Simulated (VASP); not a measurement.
# GeAs5 (P4/mmm) in VASP: a series of runs, part 2 of 2

VASP 6.6.1.

## 5. Relaxation of cell and atoms, PBE

This run uses another cell than the first one, of 27.33 Å³/atom.

INCAR

```
ALGO = Normal
EDIFF = 1E-6
EDIFFG = -0.04
ENCUT = 600
GGA = PE
IBRION = 2
ISIF = 3
ISMEAR = 0
LASPH = True
LCHARG = False
LREAL = False
LWAVE = False
NELM = 80
NSW = 90
PREC = Accurate
SIGMA = 0.1
```

KPOINTS

```
k-points
0
Gamma
  4 4 2
```

POSCAR

```
GeAs5
1.0
    4.5520128300      0.0000000000      0.0000000000
    0.0000000000      4.5520128300      0.0000000000
    0.0000000000      0.0000000000      7.9136557700
Ge As
1 5
Direct
    0.0000000000      0.0000000000      0.5000000000
    0.0000000000      0.5000000000      0.5000000000
    0.5000000000      0.0000000000      0.5000000000
    0.5000000000      0.5000000000      0.5000000000
    0.5000000000      0.5000000000      0.0000000000
    0.0000000000      0.0000000000      0.0000000000
```

The run is started by

```console
> cat potpaw_PBE.64/Ge_d/POTCAR potpaw_PBE.64/As/POTCAR > POTCAR
> mpirun -np 1 vasp_std > vasp.out
```

Wall time 23 min (1 thread of Intel Xeon 8259CL, shared host); peak memory 0.32 GiB.

Results (log left out):

```
Free energy                           : -23.2391 eV
Relaxed volume                        : 23.09 Å³/atom
Relaxed cell                          : a = 5.349 Å, b = 5.349 Å, c = 4.841 Å, α = 90.00°, β = 90.00°, γ = 90.00°
Space group after relaxing (to 0.1 Å) : P4/mmm (No. 123)
Energy gained by relaxing             : 644.9 meV/atom
Ionic steps                           : 18
Pressure after relaxing               : 0.0 GPa
Band gap on the k mesh                : zero (an odd number of electrons rules out a gap without spin polarisation)
```

Stress tensor (GPa, compression positive):
```
 0.07  0.00  0.00
 0.00  0.07  0.00
 0.00  0.00 -0.05
```

Step by step:
```csv
step,energy change (eV),largest force (eV/Å),pressure (GPa),volume (Å³)
1,0.0000,0.0000,10.95,163.98
2,-1.1265,0.0000,-4.08,210.48
3,-1.3261,0.0000,-1.61,191.20
4,-1.5218,0.0000,-1.83,184.83
5,-2.3601,0.0000,-2.13,165.52
6,-3.3362,0.0000,8.47,126.02
7,-3.3369,0.0000,1.45,141.72
8,-3.4581,0.0000,3.86,134.90
9,-3.4707,0.0000,5.19,131.63
10,-3.5259,0.0000,5.25,131.01
11,-3.5653,0.0000,5.09,130.25
12,-3.6923,0.0000,5.44,128.49
13,-2.4768,0.0000,15.48,123.96
14,-3.6939,0.0000,5.67,128.29
15,-3.7948,0.0000,3.56,131.80
16,-3.8654,0.0000,-0.09,138.52
17,-3.8681,0.0000,-0.04,138.53
18,-3.8694,0.0000,0.03,138.53
```

Final structure:
```yaml
crystal:
  lattice:
    - [5.34925, 0.00000, 0.00000]
    - [0.00000, 5.34925, 0.00000]
    - [0.00000, 0.00000, 4.84111]
  atoms:
    - { symbol: Ge, position: [0.00000, 0.00000, 0.50000] }
    - { symbol: As, position: [0.00000, 0.50000, 0.50000] }
    - { symbol: As, position: [0.50000, 0.00000, 0.50000] }
    - { symbol: As, position: [0.50000, 0.50000, 0.50000] }
    - { symbol: As, position: [0.50000, 0.50000, 0.00000] }
    - { symbol: As, position: [0.00000, 0.00000, 0.00000] }
```

Levels at points of the mesh, in eV from the Fermi level:
```
           k point  band 17  band 18  band 19  band 20  band 21  band 22
(0.00, 0.00, 0.00)    -3.29    -0.54    -0.54     0.05     0.83     1.45
(0.50, 0.00, 0.00)    -1.71    -0.24    -0.19     0.20     0.41     0.41
(0.50, 0.50, 0.00)    -1.39    -0.99    -0.99    -0.31    -0.10     0.22
(0.00, 0.00, 0.50)    -2.29    -1.04    -0.90     0.13     0.13     1.06
(0.50, 0.00, 0.50)    -1.25    -1.24    -0.86     0.55     0.88     1.01
(0.50, 0.50, 0.50)    -0.22    -0.14    -0.01     0.61     0.61     1.29
```

Caveat: the k points lie up to 0.65 Å⁻¹ apart in the final cell, too coarse for converged energies and pressures of a metal; the volume moved by over 15 % at a fixed basis, so the end points are rough.

## 6. Single point, PBE

This run uses another cell than the first one, of 23.32 Å³/atom.

INCAR

```
PREC = Accurate
ENCUT = 520
EDIFF = 1E-6
ISMEAR = 0
SIGMA = 0.1
LREAL = F
LASPH = T
NELM = 80
ALGO = Normal
ISIF = 2
LWAVE = F
LCHARG = F
GGA = PE
NBANDS = 28
```

KPOINTS

```
Automatic mesh
0
Gamma
  8 8 8
```

POSCAR: that of step 5 with these lines changed.

```diff
@@ -2,5 +2,5 @@
 1.0
-    4.5520128300      0.0000000000      0.0000000000
-    0.0000000000      4.5520128300      0.0000000000
-    0.0000000000      0.0000000000      7.9136557700
+    5.1855135122      0.0000000000      0.0000000000
+    0.0000000000      5.1855135122      0.0000000000
+    0.0000000000      0.0000000000      5.2027194719
 Ge As
```

Potentials or basis: VASP PAW PBE potentials, release 64 (Ge_d, As).

The run is started by

```console
> cat potpaw_PBE.64/Ge_d/POTCAR potpaw_PBE.64/As/POTCAR > POTCAR
> mpirun -np 1 vasp_std > vasp.out
```

OUTCAR:

```text
PREC = Accurate
   ENCUT = 520
   EDIFF = 1E-6
   ISMEAR = 0
   LREAL = F
   LASPH = T
   NELM = 80
   ISIF = 2
   GGA = PE

 ion  position               nearest neighbor table
   1  0.000  0.000  0.500-   2 2.59   3 2.59   2 2.59   3 2.59   6 2.60   6 2.60
   2  0.000  0.500  0.500-   1 2.59   4 2.59   1 2.59   4 2.59
   3  0.500  0.000  0.500-   1 2.59   4 2.59   4 2.59   1 2.59
   4  0.500  0.500  0.500-   2 2.59   3 2.59   3 2.59   2 2.59   5 2.60   5 2.60
   5  0.500  0.500  0.000-   4 2.60   4 2.60
   6  0.000  0.000  0.000-   1 2.60   1 2.60

  LATTYP: Found a simple tetragonal cell.
 ALAT       =     5.1855135122
 C/A-ratio  =     1.0033180821

  Lattice vectors:

 A1 = (   5.1855135122,   0.0000000000,   0.0000000000)
 A2 = (   0.0000000000,   5.1855135122,   0.0000000000)
 A3 = (   0.0000000000,   0.0000000000,   5.2027194719)

Analysis of symmetry for initial positions (statically):
=====================================================================
 Subroutine PRICEL returns:
 Original cell was already a primitive cell.

 Routine SETGRP: Setting up the symmetry group for a
 simple tetragonal supercell.

 Subroutine GETGRP returns: Found 16 space group operations
 (whereof 16 operations were pure point group operations)
 out of a pool of 16 trial point group operations.

The static configuration has the point symmetry D_4h.

Analysis of symmetry for dynamics (positions and initial velocities):
=====================================================================
 Subroutine PRICEL returns:
 Original cell was already a primitive cell.

 Routine SETGRP: Setting up the symmetry group for a
 simple tetragonal supercell.

 Subroutine GETGRP returns: Found 16 space group operations
 (whereof 16 operations were pure point group operations)
 out of a pool of 16 trial point group operations.

The dynamic configuration has the point symmetry D_4h.

 Subroutine INISYM returns: Found 16 space group operations
 (whereof 16 operations are pure point group operations),
[... 127 lines left out ...]
  Thomas-Fermi vector in A             =   2.205124
   LORBIT       =      0    0 simple, 1 ext, 2 COOP (PROOUT), +10 PAW based schemes
   GGA     = PE    functional components
   LHFCALC =     F    Hartree Fock is set to
   AEXX    =    0.0000 exact exchange contribution
   IVDW    =     0    specifies the selected vdW correction
   LEPSILON=     F    determine dielectric tensor
   LRPA    =     F    only Hartree local field effects (RPA)
 non-spin polarized calculation
 Gauss-broadening in eV      SIGMA  =   0.10
  energy-cutoff  :      520.00
  volume of cell :      139.90
 maximum number of plane-waves:      3840
 NGX is ok and might be reduce to    40
   NGX = 19   NGY = 19   NGZ = 19

 number of electron      39.0000012 magnetization

 Free energy of the ion-electron system (eV)
  ---------------------------------------------------
  ext. energy  EPLUGINS =         0.00000000
  ---------------------------------------------------
  free energy    TOTEN  =       -24.17937059 eV

  energy without entropy =      -24.15547717  energy(sigma->0) =      -24.16742388

 E-fermi :   4.1296     XC(G=0):  -9.7062

 val. band max:        4.1214525304   @ k =   0.5000   0.1250   0.2500
 cond. band min:       4.1336691547   @ k =   0.2500   0.1250   0.1250
 fundamental gap:      0.0122166243
 Fermi energy:         4.1295953287

 k-point     1 :       0.0000    0.0000    0.0000
  band No.  band energies     occupation
      1     -20.6179      2.00000
      2     -20.6127      2.00000
      3     -20.5836      2.00000
      4     -20.5827      2.00000
      5     -20.5827      2.00000
      6     -10.0805      2.00000
[... 733 lines left out ...]
     27      10.2053      0.00000
     28      10.4213      0.00000

 [... further k-points ...]

------------------------ aborting loop because EDIFF is reached ----------------------------------------

  FORCE on cell =-STRESS in cart. coord.  units (eV):
  Direction    XX          YY          ZZ          XY          YZ          ZX
  --------------------------------------------------------------------------------------
  -------------------------------------------------------------------------------------
  Total        0.1096217      0.1096217      0.0753979      0.0000000      0.0000000      0.0000000
  in kB        1.2554321      1.2554321      0.8634871      0.0000000      0.0000000      0.0000000
  external PRESSURE =       1.1247837 kB  Pullay stress =       0.0000000 kB

 VOLUME and BASIS-vectors are now :
 -----------------------------------------------------------------------------
  energy-cutoff  :      520.00
  volume of cell :      139.90
      direct lattice vectors                 reciprocal lattice vectors
     5.185513512  0.000000000  0.000000000     0.192844932  0.000000000  0.000000000
     0.000000000  5.185513512  0.000000000     0.000000000  0.192844932  0.000000000
     0.000000000  0.000000000  5.202719472     0.000000000  0.000000000  0.192207173

 POSITION                                       TOTAL-FORCE (eV/Angst)
 -----------------------------------------------------------------------------------
      0.00000      0.00000      2.60136         0.000000      0.000000      0.000000
      0.00000      2.59276      2.60136         0.000000      0.000000      0.000000
      2.59276      0.00000      2.60136         0.000000      0.000000      0.000000
      2.59276      2.59276      2.60136         0.000000      0.000000      0.000000
      2.59276      2.59276      0.00000         0.000000      0.000000      0.000000
      0.00000      0.00000      0.00000         0.000000      0.000000      0.000000
 -----------------------------------------------------------------------------------
    total drift:                               -0.000000     -0.000000     -0.000000

  FREE ENERGIE OF THE ION-ELECTRON SYSTEM (eV)
  ---------------------------------------------------
  free  energy   TOTEN  =       -24.1793705905 eV

  energy  without entropy=      -24.1554771730  energy(sigma->0) =      -24.16742388
```

OSZICAR:

```text
N       E                     dE             d eps       ncg     rms          rms(c)
DAV:   1     0.267661045876E+03    0.26766E+03   -0.16740E+04  5184   0.186E+03
DAV:   2     0.126411547028E+02   -0.25502E+03   -0.24569E+03  4828   0.513E+02
DAV:   3    -0.226699194912E+02   -0.35311E+02   -0.34565E+02  4996   0.114E+02
DAV:   4    -0.242392810915E+02   -0.15694E+01   -0.15571E+01  5072   0.269E+01
DAV:   5    -0.242694147758E+02   -0.30134E-01   -0.30103E-01  5244   0.396E+00    0.466E+00
DAV:   6    -0.241916560369E+02    0.77759E-01   -0.41258E-01  4984   0.214E+00    0.268E+00
DAV:   7    -0.241819450207E+02    0.97110E-02   -0.10541E-01  4844   0.141E+00    0.151E+00
DAV:   8    -0.241800175195E+02    0.19275E-02   -0.42178E-02  5084   0.822E-01    0.257E-01
DAV:   9    -0.241792891549E+02    0.72836E-03   -0.80809E-03  4864   0.318E-01    0.103E-01
DAV:  10    -0.241793272671E+02   -0.38112E-04   -0.66565E-04  5116   0.182E-01    0.469E-02
DAV:  11    -0.241793665010E+02   -0.39234E-04   -0.83516E-05  5060   0.562E-02    0.168E-02
DAV:  12    -0.241793708246E+02   -0.43236E-05   -0.16988E-05  4952   0.220E-02    0.513E-03
DAV:  13    -0.241793705905E+02    0.23406E-06   -0.15730E-06  3008   0.704E-03
   1 F= -.24179371E+02 E0= -.24167424E+02  d E =-.238934E-01
```

Wall time 6.1 min (1 thread of Intel Xeon 8259CL, shared host); peak memory 0.41 GiB.

Results:

| Property | Result |
| --- | --- |
| Free energy | -24.1794 eV |
| Pressure | 0.1 GPa |
| Band gap on the k mesh | zero (an odd number of electrons rules out a gap without spin polarisation) |

## 7. Relaxation of cell and atoms, PBE

INCAR

```
SYSTEM = GeAs5
PREC     = Accurate       ! precision mode
ENCUT    = 600            ! plane-wave cutoff, eV
EDIFF    = 1E-6           ! SCF threshold, eV
ISMEAR   = 0              ! smearing method
SIGMA    = 0.1            ! smearing width, eV
LREAL    = .FALSE.        ! projectors in reciprocal space
LASPH    = .TRUE.         ! aspherical terms in the spheres
NELM     = 100            ! most SCF steps
ALGO     = Normal         ! electronic algorithm
ISIF     = 3              ! what is computed and relaxed
LWAVE    = .FALSE.        ! write WAVECAR
LCHARG   = .FALSE.        ! write CHGCAR
GGA      = PE             ! functional
IBRION   = 2              ! ionic algorithm
NSW      = 90             ! ionic steps
EDIFFG   = -0.04          ! ionic threshold
```

KPOINTS

```
Automatic mesh
0
G
  4 4 4
  0 0 0
```

POSCAR: that of step 6 with these lines changed.

```diff
@@ -2,5 +2,5 @@
 1.0
-    5.1855135122      0.0000000000      0.0000000000
-    0.0000000000      5.1855135122      0.0000000000
-    0.0000000000      0.0000000000      5.2027194719
+    5.3436419720      0.0000000000      0.0000000000
+    0.0000000000      5.3436419720      0.0000000000
+    0.0000000000      0.0000000000      4.8377332968
 Ge As
```

The run is started by

```console
> cat potpaw_PBE.64/Ge_d/POTCAR potpaw_PBE.64/As/POTCAR > POTCAR
> mpirun -np 1 vasp_std > vasp.out
```

Run time: 6.7 min. Hardware: 1 thread of Intel Xeon 8259CL, shared host; peak memory 0.34 GiB.

It converged, with:

```yaml
Free_energy: -24.0733 eV
Relaxed_volume: 23.50 Å³/atom
Relaxed_cell: a = 5.303 Å, b = 5.303 Å, c = 5.013 Å, α = 90.00°, β = 90.00°, γ = 90.00°
Space_group_after_relaxing_to_0.1_Å: P4/mmm (No. 123)
Energy_gained_by_relaxing: 21.2 meV/atom
Ionic_steps: 5
Pressure_after_relaxing: 0.0 GPa
Band_gap_on_the_k_mesh: zero (an odd number of electrons rules out a gap without spin polarisation)
```

The path:
```
step  energy change (eV)  largest force (eV/Å)  pressure (GPa)  volume (Å³)
   1              0.0000                0.0000            1.99       138.14
   2             -0.1017                0.0000           -1.13       143.76
   3             -0.1260                0.0000           -0.35       141.90
   4             -0.1261                0.0000           -0.29       141.82
   5             -0.1271                0.0000            0.00       141.00
```

Final structure:
```xyz
6
Lattice="5.3033 0.0000 0.0000 0.0000 5.3033 0.0000 0.0000 0.0000 5.0133" Properties=species:S:1:pos:R:3 pbc="T T T"
Ge    0.0000    0.0000    2.5067
As    0.0000    2.6516    2.5067
As    2.6516    0.0000    2.5067
As    2.6516    2.6516    2.5067
As    2.6516    2.6516    0.0000
As    0.0000    0.0000    0.0000
```

Levels at points of the mesh, in eV from the Fermi level:
| k point | band 15 | band 16 | band 17 | band 18 | band 19 | band 20 | band 21 | band 22 | band 23 |
| --- | --- | --- | --- | --- | --- | --- | --- | --- | --- |
| (0.00, 0.00, 0.00) | -4.20 | -2.98 | -2.98 | -0.68 | -0.68 | -0.09 | 0.94 | 1.46 | 1.46 |
| (0.50, 0.00, 0.00) | -4.45 | -1.75 | -1.46 | -0.28 | -0.20 | 0.14 | 0.28 | 0.46 | 0.60 |
| (0.50, 0.50, 0.00) | -2.14 | -1.13 | -1.13 | -0.88 | -0.88 | -0.20 | 0.00 | 0.56 | 1.58 |
| (0.00, 0.00, 0.50) | -2.61 | -2.12 | -2.12 | -1.30 | -0.88 | 0.42 | 0.42 | 0.87 | 1.38 |
| (0.50, 0.00, 0.50) | -2.48 | -1.18 | -1.08 | -0.94 | -0.65 | 0.38 | 0.98 | 1.01 | 1.07 |
| (0.50, 0.50, 0.50) | -0.15 | -0.15 | -0.14 | 0.02 | 0.07 | 0.83 | 0.91 | 0.91 | 1.62 |

## 8. The runs side by side

```csv
task,cell,k mesh,cutoff (eV),gap on the mesh (eV),pressure (GPa),relaxed volume (Å³/atom)
single point,"a = 5.344, b = 5.344, c = 4.838 Å, 6 atoms",4 × 4 × 2,520,none,0.2,-
single point,"a = 4.552, b = 4.552, c = 7.914 Å, 6 atoms",4 × 4 × 2,520,none,10.9,-
single point,"a = 5.303, b = 5.303, c = 5.007 Å, 6 atoms",4 × 4 × 4,520,none,0.1,-
relaxation of cell and atoms,"relaxed from a = 4.552, b = 4.552, c = 7.914 Å, 6 atoms",4 × 4 × 2,600,none,0.0,23.09
single point,"a = 5.186, b = 5.186, c = 5.203 Å, 6 atoms",8 × 8 × 8,520,none,0.1,-
relaxation of cell and atoms,"relaxed from a = 5.344, b = 5.344, c = 4.838 Å, 6 atoms",4 × 4 × 4,600,none,0.0,23.50
```

Alike in all rows: level PBE; potentials or basis VASP PAW PBE potentials, release 64 (Ge_d, As); no spin polarisation; smearing gaussian 0.1 eV.

Caveats: some runs use coarse meshes; the volume moved by over 15 % at a fixed basis, so the end points are rough (at least some runs).

Absolute energies hang on the potentials; compare differences alone.
